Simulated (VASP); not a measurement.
Set up this calculation in VASP 6.6.1, as the native input.

```
Task                   : single point
Functional             : PBE
Potentials or basis    : VASP PAW PBE potentials, release 64 (Zn, O_h)
Cutoff                 : 1340 eV
k mesh                 : 10 × 10 × 10
Occupations            : fermi-dirac, width 0.02 eV
Spin                   : no spin polarisation
Dipole correction      : no
Further INCAR settings : ALGO = Normal; EDIFF = 1e-06; NBANDS = 16
```

The structure of ZnO lies in POSCAR:

```
ZnO
1.0
    0.0000000000      2.1337703864      2.1337703864
    2.1337703864      0.0000000000      2.1337703864
    2.1337703864      2.1337703864      0.0000000000
Zn O
1 1
Direct
    0.0000000000      0.0000000000      0.0000000000
    0.5000000000      0.5000000000      0.5000000000
```

These files were run (other wordings do the same):

INCAR

```
PREC = Accurate
ENCUT = 1340
EDIFF = 1E-6
ISMEAR = -1
SIGMA = 0.02
LREAL = F
LASPH = T
NELM = 120
ALGO = Normal
ISIF = 2
LWAVE = F
LCHARG = F
GGA = PE
NBANDS = 16
GGA_COMPAT = F
```

KPOINTS

```
regular mesh
0
Gamma
  10 10 10
```

Potentials or basis: VASP PAW PBE potentials, release 64 (Zn, O_h).

The run is started by

```bash
$ cat potpaw_PBE.64/Zn/POTCAR potpaw_PBE.64/O_h/POTCAR > POTCAR
$ mpirun -np 1 vasp_std > vasp.out
```

Results of the run:

* Pressure: 8.9 GPa
* Band gap on the k mesh: 0.92 eV (least direct gap 2.32 eV)

Caveat: the cell stands under pressure; the structure was generated, so it needn't be the stable form of ZnO.

Wall time 26 s on 1 thread of Intel(R) Xeon(R) Platinum 8488C (Sapphire Rapids) (shared host), peak memory 0.24 GiB.
